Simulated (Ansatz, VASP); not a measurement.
## SiNi: VASP beside Ansatz

The input INCAR:

```
SYSTEM = SiNi
PREC = Accurate
ENCUT = 600
EDIFF = 1E-6
ISMEAR = -1
SIGMA = 0.1
LREAL = .FALSE.
LASPH = .TRUE.
NELM = 120
ALGO = Normal
ISIF = 2
LWAVE = .FALSE.
LCHARG = .FALSE.
GGA = PE
NBANDS = 22
GGA_COMPAT = .FALSE.
```

Contents of KPOINTS:

```
Automatic mesh
0
G
  11 11 6
  0 0 0
```

File POSCAR:

```
SiNi
1.0
    2.2181833842      0.0000000000      0.0000000000
   -1.1090916922      1.9210031610      0.0000000000
    0.0000000000      0.0000000000      6.6443899929
Ni Si
2 2
Direct
    0.0000000000      0.0000000000      0.0000000000
    0.0000000000      0.0000000000      0.5000000000
    0.3333333333      0.6666666667      0.2500000000
    0.6666666667      0.3333333333      0.7500000000
```

Input for Ansatz:

```yaml
crystal:
  lattice:
    - [2.2181833842, 0.0, 0.0]
    - [-1.1090916922, 1.921003161, 0.0]
    - [0.0, 0.0, 6.6443899929]
  atoms:
    - { symbol: Ni, position: [0.0, 0.0, 0.0] }
    - { symbol: Ni, position: [0.0, 0.0, 0.5] }
    - { symbol: Si, position: [0.3333333333, 0.6666666667, 0.25] }
    - { symbol: Si, position: [0.6666666667, 0.3333333333, 0.75] }
kpoints:
  mp_grid: { grid: [11, 11, 6] }
scf:
  occupations: { method: fermi_dirac, width: 0.1 }
hamiltonian:
  xc: pbe
  pseudopotentials: { kind: all_electron, datasets: crystal }
output:
  forces: true
  stress: true
  eigenvalues: true
```

Change from the starting cell: volume scaled by 0.55, crystal datasets.

Alike in both runs: task single point; functional PBE; k mesh 11 × 11 × 6; occupations fermi-dirac, width 0.1 eV; no spin polarisation.

|  | VASP | Ansatz |
| --- | --- | --- |
| version | VASP 6.6.1 | Ansatz 0.2.0 |
| potentials or method | VASP PAW PBE potentials, release 64 (Ni, Si), cutoff 600 eV | all-electron PAW with datasets made for the crystal, scalar-relativistic |

VASP gave:

| Property | Result |
| --- | --- |
| pressure (GPa) | 262.6 |
| traceless stress, the component that is largest in VASP (GPa) | 1.08 |

Question: Estimate Ansatz's values.

Answer: Pressure (GPa): 261.5; traceless stress, the component that is largest in VASP (GPa): 0.00.

Both programs put the cell under a high pressure, so it lies far from rest at this level. Ansatz ran all-electron here, and VASP with PAW potentials.

Noted on VASP's run: the cell as given lies far from equilibrium.
